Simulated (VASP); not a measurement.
Write the native input for VASP 6.6.1 that does the following.

```yaml
Task: relaxation of shape and atoms at fixed volume
Functional: PBE
Potentials_or_basis: VASP PAW PBE potentials, release 64 (Mn_pv, O)
Cutoff: 600 eV
k_mesh: 14 × 14 × 14
Occupations: gaussian, width 0.05 eV
Spin: no spin polarisation
Dipole_correction: no
Further_INCAR_settings: ALGO = Normal; EDIFF = 1e-06; IBRION = 2; EDIFFG = -0.01; NSW = 60; ISIF = 4
```

The structure of MnO lies in POSCAR:

```
MnO
1.0
    1.5284902743      0.8824742727      1.9990810201
   -1.5284902743      0.8824742727      1.9990810201
    0.0000000000     -1.7649485414      1.9990810219
Mn O
1 1
Direct
    1.0000000000      0.0000000000      0.0000000000
    0.5000000000      0.5000000000      0.5000000000
```

One way to write it, as run:

INCAR

```
PREC = Accurate
ENCUT = 600
EDIFF = 1E-6
ISMEAR = 0
SIGMA = 0.05
LREAL = F
LASPH = T
NELM = 60
ALGO = Normal
ISIF = 4
LWAVE = F
LCHARG = F
GGA = PE
IBRION = 2
NSW = 60
EDIFFG = -0.01
```

KPOINTS

```
regular mesh
0
Gamma
  14 14 14
```

Potentials or basis: VASP PAW PBE potentials, release 64 (Mn_pv, O).

Command:

```bash
$ cat potpaw_PBE.64/Mn_pv/POTCAR potpaw_PBE.64/O/POTCAR > POTCAR
$ mpirun -np 1 vasp_std > vasp.out
```

It gave:

The energy gained by relaxing is 0.2 meV/atom. The ionic steps are 3. The pressure after relaxing is 11.9 GPa. The band gap on the k mesh is zero (an odd number of electrons rules out a gap without spin polarisation).

Caveat: an odd number of electrons without spin polarisation forces a metal; a magnetic or distorted state may lie lower; the run has no spin polarisation, though such a crystal can be magnetic; semilocal functionals often make such compounds metallic where correlation or magnetic order opens a gap, which also shifts bond lengths.

Wall time 75 s on 1 thread of Intel(R) Xeon(R) Platinum 8259CL CPU @ 2.50GHz (Skylake/Cascade Lake), on a shared host, peak memory 0.2 GiB.
